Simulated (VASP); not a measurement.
Here is a VASP 6.6.1 calculation.

INCAR

```
SYSTEM = Co
PREC = Accurate ; ENCUT = 520
EDIFF = 1E-7 ; ISMEAR = -1
SIGMA = 0.01 ; LREAL = .False.
LASPH = .True. ; NELM = 150
ALGO = Normal ; ISIF = 2
LWAVE = .False. ; LCHARG = .False.
ISPIN = 2 ; MAGMOM = 2 -2
LORBIT = 11 ; LMAXMIX = 4
GGA = RP ; IVDW = 12
NBANDS = 20
```

Contents of KPOINTS:

```
regular mesh
0
Gamma
  12 12 7
  0 0 0
```

File POSCAR:

```
Co
1.0
    2.5045299482      0.0000000000      0.0000000000
   -1.2522649741      2.1689865596      0.0000000000
    0.0000000000      0.0000000000      4.0740599388
Co
2
Direct
    0.6666666667      0.3333333333      0.7500000000
    0.3333333333      0.6666666667      0.2500000000
```

Potentials or basis: VASP PAW PBE potentials, release 64 (Co).

Launch:

```sh
$ cat potpaw_PBE.64/Co/POTCAR > POTCAR
$ mpirun -np 1 vasp_std > vasp.out
```

(1) Predict the net moment.

(2) Estimate the site moments.

Answers

(1) 0.00 μB per cell.

(2) Co +1.14, -1.14 μB.
